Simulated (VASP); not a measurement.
# Eu3Si (Pm-3m) in VASP: single point with PBEsol

Aim: the single point of Eu3Si with PBEsol.

Everything below comes from runs of VASP 6.6.1. Logs are shortened: lines on timing, memory, paths and dates and some standing lists are left out, and cuts for length are marked.

### 1 The cell of the first run

It takes space group Pm-3m (No. 221, cubic). The conventional cell has a = 4.775 Å, b = 4.775 Å, c = 4.775 Å, α = 90.00°, β = 90.00°, γ = 90.00°. Within 4.4 Å of Eu (site symmetry 4/mmm) lie 8 Eu at 3.38 Å and 4 Si at 3.38 Å. Si (site symmetry m-3m) has 12 Eu at 3.38 Å within 4.4 Å.

### 2 Single point, PBEsol, collinear spin, ferromagnetic start (27.23 Å³/atom)

The input, INCAR:

```
SYSTEM = Eu3Si
  PREC = Accurate
  ENCUT = 520
  EDIFF = 1E-7
  ISMEAR = 0
  SIGMA = 0.05
  LREAL = .False.
  LASPH = .True.
  NELM = 150
  ALGO = Normal
  ISIF = 2
  LWAVE = .False.
  LCHARG = .False.
  ISPIN = 2
  MAGMOM = 7.65 7.65 7.65 0
  LORBIT = 11
  LMAXMIX = 6
  GGA = PS
  NBANDS = 40
```

The input, KPOINTS:

```
Automatic mesh
0
Gamma
  6 6 6
  0 0 0
```

The input, POSCAR:

```
Eu3Si
1.0
    4.7754454554      0.0000000000      0.0000000000
    0.0000000000      4.7754454554      0.0000000000
    0.0000000000      0.0000000000      4.7754454554
Eu Si
3 1
Direct
    0.0000000000      0.5000000000      0.5000000000
    0.5000000000      0.5000000000      0.0000000000
    0.5000000000      0.0000000000      0.5000000000
    0.0000000000      0.0000000000      0.0000000000
```

Potentials or basis: VASP PAW PBE potentials, release 64 (Eu, Si).

Started as:

```bash
> cat potpaw_PBE.64/Eu/POTCAR potpaw_PBE.64/Si/POTCAR > POTCAR
> mpirun -np 1 vasp_std > vasp.out
```

OUTCAR:

```text
SYSTEM = Eu3Si
   PREC = Accurate
   ENCUT = 520
   EDIFF = 1E-7
   ISMEAR = 0
   LREAL = .False.
   LASPH = .True.
   NELM = 150
   ISIF = 2
   ISPIN = 2
   LORBIT = 11
   GGA = PS

 ion  position               nearest neighbor table
   1  0.000  0.500  0.500-   2 3.38   3 3.38   2 3.38   3 3.38   2 3.38   3 3.38   2 3.38   3 3.38

   2  0.500  0.500  0.000-   1 3.38   3 3.38   1 3.38   3 3.38   3 3.38   3 3.38   1 3.38   1 3.38

   3  0.500  0.000  0.500-   1 3.38   2 3.38   2 3.38   1 3.38   2 3.38   2 3.38   1 3.38   1 3.38

   4  0.000  0.000  0.000-

  LATTYP: Found a simple cubic cell.
 ALAT       =     4.7754454554

  Lattice vectors:

 A1 = (   4.7754454554,   0.0000000000,   0.0000000000)
 A2 = (   0.0000000000,   4.7754454554,   0.0000000000)
 A3 = (   0.0000000000,   0.0000000000,   4.7754454554)

Analysis of symmetry for initial positions (statically):
=====================================================================
 Subroutine PRICEL returns:
 Original cell was already a primitive cell.

 Routine SETGRP: Setting up the symmetry group for a
 simple cubic supercell.

 Subroutine GETGRP returns: Found 48 space group operations
 (whereof 48 operations were pure point group operations)
 out of a pool of 48 trial point group operations.

The static configuration has the point symmetry O_h .

Analysis of symmetry for dynamics (positions and initial velocities):
=====================================================================
 Subroutine PRICEL returns:
 Original cell was already a primitive cell.

 Routine SETGRP: Setting up the symmetry group for a
 simple cubic supercell.

 Subroutine GETGRP returns: Found 48 space group operations
 (whereof 48 operations were pure point group operations)
 out of a pool of 48 trial point group operations.

The dynamic configuration has the point symmetry O_h .

Analysis of structural, dynamic, and magnetic symmetry:
=====================================================================
 Subroutine PRICEL returns:
 Original cell was already a primitive cell.

 Routine SETGRP: Setting up the symmetry group for a
 simple cubic supercell.

 Subroutine GETGRP returns: Found 48 space group operations
 (whereof 48 operations were pure point group operations)
 out of a pool of 48 trial point group operations.

The overall configuration has the point symmetry O_h .

 Subroutine INISYM returns: Found 48 space group operations
 (whereof 48 operations are pure point group operations),
 and found     1 'primitive' translations

----------------------------------------------------------------------------------------

                                     Primitive cell

  volume of cell :     108.9035

  direct lattice vectors                    reciprocal lattice vectors
     4.775445455  0.000000000  0.000000000     0.209404549  0.000000000  0.000000000
     0.000000000  4.775445455  0.000000000     0.000000000  0.209404549  0.000000000
     0.000000000  0.000000000  4.775445455     0.000000000  0.000000000  0.209404549

  length of vectors
     4.775445455  4.775445455  4.775445455     0.209404549  0.209404549  0.209404549

  position of ions in fractional coordinates (direct lattice)
     0.000000000  0.500000000  0.500000000
     0.500000000  0.500000000  0.000000000
     0.500000000  0.000000000  0.500000000
     0.000000000  0.000000000  0.000000000

  ion indices of the primitive-cell ions
   primitive index   ion index
                 1           1
                 2           2
                 3           3
                 4           4

----------------------------------------------------------------------------------------

 KPOINTS: Automatic mesh

Automatic generation of k-mesh.
 Grid dimensions read from file:
 generate k-points for:    6    6    6

 Generating k-lattice:

  Cartesian coordinates                     Fractional coordinates (reciprocal lattice)
     0.034900758  0.000000000  0.000000000     0.166666667  0.000000000  0.000000000
     0.000000000  0.034900758  0.000000000     0.000000000  0.166666667  0.000000000
     0.000000000  0.000000000  0.034900758     0.000000000  0.000000000  0.166666667

  Length of vectors
     0.034900758  0.034900758  0.034900758

  Shift w.r.t. Gamma in fractional coordinates (k-lattice)
     0.000000000  0.000000000  0.000000000

 Subroutine IBZKPT returns following result:
 ===========================================

 Found     20 irreducible k-points:

 Following reciprocal coordinates:
            Coordinates               Weight
  0.000000  0.000000  0.000000      1.000000
  0.166667  0.000000  0.000000      6.000000
  0.333333  0.000000  0.000000      6.000000
  0.500000  0.000000  0.000000      3.000000
  0.166667  0.166667  0.000000     12.000000
  0.333333  0.166667  0.000000     24.000000
[... 12 lines left out ...]
  0.500000  0.500000  0.333333      6.000000
  0.500000  0.500000  0.500000      1.000000
   k-points           NKPTS =     20   k-points in BZ     NKDIM =     20   number of bands    NBANDS=     40
   number of dos      NEDOS =    301   number of ions     NIONS =      4
   total plane-waves  NPLWV =  46656
   dimension x,y,z NGX =    36 NGY =   36 NGZ =   36
   dimension x,y,z NGXF=    72 NGYF=   72 NGZF=   72
   ions per type =               3   1
   NGX,Y,Z   is equivalent  to a cutoff of  12.53, 12.53, 12.53 a.u.
   NGXF,Y,Z  is equivalent  to a cutoff of  25.07, 25.07, 25.07 a.u.
 SYSTEM =  Eu3Si
   PREC   = accura    normal or accurate (medium, high low for compatibility)
   ISTART =      0    job   : 0-new  1-cont  2-samecut
   ICHARG =      2    charge: 1-file 2-atom 10-const
   ISPIN  =      2    spin polarized calculation?
   LNONCOLLINEAR =      F non collinear calculations
   LSORBIT =      F    spin-orbit coupling
   LASPH  =      T    aspherical Exc in radial PAW
   ENCUT  =  520.0 eV  38.22 Ry    6.18 a.u.   8.88  8.88  8.88*2*pi/ulx,y,z
   NELM   =    150;   NELMIN=  2; NELMDL= -5     # of ELM steps
   EDIFF  = 0.1E-06   stopping-criterion for ELM
   LREAL  =      F    real-space projection
   EDIFFG = 0.1E-05   stopping-criterion for IOM
   NSW    =      0    number of steps for IOM
   IBRION =     -1    ionic relax: 0-MD 1-quasi-New 2-CG
   NFREE  =      0    steps in history (QN), initial steepest desc. (CG)
   ISIF   =      2    stress and relaxation
   ISYM   =      2    0-nonsym 1-usesym 2-fastsym
   POTIM  = 0.5000    time-step for ionic-motion
   TEBEG  =    0.0;   TEEND  =   0.0 temperature during run
   PSTRESS=    0.0 pullay stress
   NELECT =      55.0000    total number of electrons
   NUPDOWN=      -1.0000    fix difference up-down
   EMIN   =  10.00;   EMAX   =-10.00  energy-range for DOS
   EFERMI =   0.00;   METHOD = LEGACY
   ISMEAR =     0;   SIGMA  =   0.05  broadening in eV -4-tet -1-fermi 0-gaus
   EFERMI_NEDOS =   21; number of points for ismear=-14 and -15
   IALGO  =     38    algorithm
   IMIX   =      4    mixing-type and parameters
     AMIX     =   0.40;   BMIX     =  1.00
     AMIX_MAG =   1.60;   BMIX_MAG =  1.00
  volume/ion in A,a.u.               =      27.23       183.73
  Fermi-wavevector in a.u.,A,eV,Ry     =   1.303713  2.463659 23.125365  1.699666
  Thomas-Fermi vector in A             =   2.434696
   LORBIT       =     11    0 simple, 1 ext, 2 COOP (PROOUT), +10 PAW based schemes
   GGA     = PS    functional components
   LHFCALC =     F    Hartree Fock is set to
   AEXX    =    0.0000 exact exchange contribution
   IVDW    =     0    specifies the selected vdW correction
   LEPSILON=     F    determine dielectric tensor
   LRPA    =     F    only Hartree local field effects (RPA)
 spin polarized calculation
 Gauss-broadening in eV      SIGMA  =   0.05
  energy-cutoff  :      520.00
  volume of cell :      108.90
 maximum number of plane-waves:      3016
 NGX is ok and might be reduce to    36
   NGX = 17   NGY = 17   NGZ = 17

 number of electron      54.9999988 magnetization      21.5724949

 Free energy of the ion-electron system (eV)
  ---------------------------------------------------
  ext. energy  EPLUGINS =         0.00000000
  ---------------------------------------------------
  free energy    TOTEN  =       -42.14113825 eV

  energy without entropy =      -42.13754483  energy(sigma->0) =      -42.13934154

 E-fermi :   3.7673     XC(G=0): -10.3829

 val. band max:        3.7663308576   @ k =   0.1667   0.1667   0.1667
 cond. band min:       3.7786048429   @ k =   0.1667   0.0000   0.0000
 fundamental gap:      0.0122739852
 Fermi energy:         3.7673089064

 spin component 1

 k-point     1 :       0.0000    0.0000    0.0000
  band No.  band energies     occupation
      1     -37.7134      1.00000
      2     -37.5136      1.00000
      3     -37.5136      1.00000
      4     -16.9738      1.00000
      5     -16.9738      1.00000
      6     -16.9738      1.00000
[... 31 lines left out ...]
     38       3.4760      1.00000
     39       3.4760      1.00000

 k-point     2 :       0.1667    0.0000    0.0000
  band No.  band energies     occupation
      1     -37.7017      1.00000
      2     -37.5255      1.00000
      3     -37.5135      1.00000
      4     -16.9353      1.00000
      5     -16.9353      1.00000
      6     -16.9158      1.00000
[... 745 lines left out ...]
     38       3.5972      1.00000
     39       3.7513      0.67418

 k-point    20 :       0.5000    0.5000    0.5000
  band No.  band energies     occupation
      1     -37.5789      1.00000
      2     -37.5789      1.00000
      3     -37.5789      1.00000
      4     -17.4090      1.00000
      5     -16.8379      1.00000
      6     -16.8379      1.00000
[... 31 lines left out ...]
     38       3.6596      0.99884
     39       3.6596      0.99884
 Fermi energy:         3.7673089064

 spin component 2

 k-point     1 :       0.0000    0.0000    0.0000
  band No.  band energies     occupation
      1     -34.6476      1.00000
      2     -34.4085      1.00000
      3     -34.4085      1.00000
      4     -14.7432      1.00000
      5     -14.7432      1.00000
      6     -14.7432      1.00000
[... 31 lines left out ...]
     38       8.1772      0.00000
     39       8.2850      0.00000

 k-point     2 :       0.1667    0.0000    0.0000
  band No.  band energies     occupation
      1     -34.6336      1.00000
      2     -34.4228      1.00000
      3     -34.4083      1.00000
      4     -14.6991      1.00000
      5     -14.6991      1.00000
      6     -14.6805      1.00000
[... 745 lines left out ...]
     38       8.1773      0.00000
     39       8.1801      0.00000

 k-point    20 :       0.5000    0.5000    0.5000
  band No.  band energies     occupation
      1     -34.4864      1.00000
      2     -34.4864      1.00000
      3     -34.4864      1.00000
      4     -15.2239      1.00000
      5     -14.6254      1.00000
      6     -14.6254      1.00000
[... 31 lines left out ...]
     38       8.1763      0.00000
     39       8.1821      0.00000
 [bands above 39 left out]

------------------------ aborting loop because EDIFF is reached ----------------------------------------

  FORCE on cell =-STRESS in cart. coord.  units (eV):
  Direction    XX          YY          ZZ          XY          YZ          ZX
  --------------------------------------------------------------------------------------
  -------------------------------------------------------------------------------------
  Total       -1.0576044     -1.0576044     -1.0576044      0.0000000     -0.0000000      0.0000000
  in kB      -15.5593753    -15.5593753    -15.5593753      0.0000000     -0.0000000      0.0000000
  external PRESSURE =     -15.5593753 kB  Pullay stress =       0.0000000 kB

 VOLUME and BASIS-vectors are now :
 -----------------------------------------------------------------------------
  energy-cutoff  :      520.00
  volume of cell :      108.90
      direct lattice vectors                 reciprocal lattice vectors
     4.775445455  0.000000000  0.000000000     0.209404549  0.000000000  0.000000000
     0.000000000  4.775445455  0.000000000     0.000000000  0.209404549  0.000000000
     0.000000000  0.000000000  4.775445455     0.000000000  0.000000000  0.209404549

 POSITION                                       TOTAL-FORCE (eV/Angst)
 -----------------------------------------------------------------------------------
      0.00000      2.38772      2.38772         0.000000      0.000000      0.000000
      2.38772      2.38772      0.00000         0.000000      0.000000      0.000000
      2.38772      0.00000      2.38772         0.000000      0.000000      0.000000
      0.00000      0.00000      0.00000         0.000000      0.000000      0.000000
 -----------------------------------------------------------------------------------
    total drift:                                0.000000      0.000000      0.000000

  FREE ENERGIE OF THE ION-ELECTRON SYSTEM (eV)
  ---------------------------------------------------
  free  energy   TOTEN  =       -42.1411382511 eV

  energy  without entropy=      -42.1375448342  energy(sigma->0) =      -42.13934154

 total charge

# of ion       s       p       d       f       tot
--------------------------------------------------
    1        2.072   5.674   0.488   6.554  14.788
    2        2.072   5.674   0.488   6.554  14.788
    3        2.072   5.674   0.488   6.554  14.788
    4        0.761   0.813   0.000   0.000   1.573
--------------------------------------------------
tot          6.978  17.834   1.464  19.663  45.938

 magnetization (x)

# of ion       s       p       d       f       tot
--------------------------------------------------
    1        0.011  -0.081   0.214   6.534   6.678
    2        0.011  -0.081   0.214   6.534   6.678
    3        0.011  -0.081   0.214   6.534   6.678
    4       -0.020  -0.082   0.000   0.000  -0.102
--------------------------------------------------
tot          0.013  -0.326   0.641  19.602  19.931
```

Run time: 3.6 min. Hardware: 1 thread of Intel Xeon 6975P-C (Granite Rapids), shared host; peak memory 0.33 GiB.

Results:

```yaml
Free_energy: -42.1411 eV
Pressure: -1.6 GPa
Net_moment: 21.57 μB per cell
Site_moments: Eu +6.68; Si -0.10 μB
Valence_electrons_inside_the_program's_atomic_spheres: Eu 14.79; Si 1.57
```

Levels at points of the mesh, in eV from the Fermi level:
Spin up:
```
           k point  band 35  band 36  band 37  band 38  band 39  band 40
(0.00, 0.00, 0.00)    -0.36    -0.32    -0.32    -0.29    -0.29    -0.29
(0.50, 0.00, 0.00)    -0.37    -0.32    -0.24    -0.24     0.19     0.79
(0.50, 0.50, 0.00)    -0.32    -0.30    -0.28    -0.06     0.61     0.63
(0.50, 0.50, 0.50)    -0.30    -0.30    -0.26    -0.11    -0.11    -0.11
```
Spin down:
```csv
k point,band 15,band 16,band 17,band 18,band 19,band 20
"(0.00, 0.00, 0.00)",-0.29,-0.29,0.16,0.16,0.16,0.40
"(0.50, 0.00, 0.00)",-0.90,-0.90,-0.58,1.03,1.41,2.42
"(0.50, 0.50, 0.00)",-1.92,-1.48,0.88,1.34,1.34,2.04
"(0.50, 0.50, 0.50)",-0.57,-0.57,-0.42,-0.42,-0.42,2.97
```

Caveat: the highest band is partly filled, so the run has too few bands; the PAW data sets were made with another functional, which shifts forces and pressure a little; spin-orbit coupling is left out, which moves the levels of the heavy elements; semilocal functionals describe open f shells poorly, which spoils levels, moments and volumes.
